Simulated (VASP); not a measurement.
**CdS: single point with LDA**

CdS:

```
CELL_PARAMETERS angstrom
4.07244 0.00000 0.00000
-2.03622 3.52684 0.00000
0.00000 0.00000 13.28369
ATOMIC_POSITIONS crystal
Cd 0.00000 0.00000 0.99982
Cd 0.33333 0.66667 0.24994
Cd 0.00000 0.00000 0.49982
Cd 0.66667 0.33333 0.74994
S 0.00000 0.00000 0.18752
S 0.33333 0.66667 0.43772
S 0.00000 0.00000 0.68752
S 0.66667 0.33333 0.93772
```

- Program: VASP 6.6.1
- Task: single point
- Functional: LDA
- Potentials or basis: VASP PAW LDA potentials, release 64 (Cd, S)
- Cutoff: 520 eV
- k mesh: 6 × 6 × 2
- Occupations: fermi-dirac, width 0.02 eV
- Spin: no spin polarisation

| Quantity | Value |
| --- | --- |
| Pressure | 0.6 GPa |
| Band gap on the k mesh | 1.01 eV, direct |

Forces in eV/Å, atoms in the order of the input:
```
Cd   0.000  0.000 -0.002
Cd   0.000  0.000 -0.003
Cd   0.000  0.000 -0.002
Cd   0.000  0.000 -0.003
S    0.000  0.000  0.002
S    0.000  0.000  0.003
S    0.000  0.000  0.002
S    0.000  0.000  0.003
```

Levels at points of the mesh, in eV from the valence-band top:
```csv
k point,band 34,band 35,band 36,band 37,band 38,band 39
"(0.00, 0.00, 0.00)",-0.03,0.00,0.00,1.01,2.60,2.73
"(0.50, 0.00, 0.00)",-1.45,-1.02,-0.83,2.94,3.12,3.73
"(0.00, 0.00, 0.50)",-0.13,-0.13,-0.13,1.93,1.93,2.78
"(0.50, 0.00, 0.50)",-1.36,-1.03,-1.03,3.37,3.37,3.69
```

Run time: 2.2 min on 1 thread of Intel(R) Xeon(R) Platinum 8259CL CPU @ 2.50GHz (Skylake/Cascade Lake), with other jobs on the host, peak memory 0.28 GiB.

LDA gaps usually lie below the measured ones, often by a third to a half.
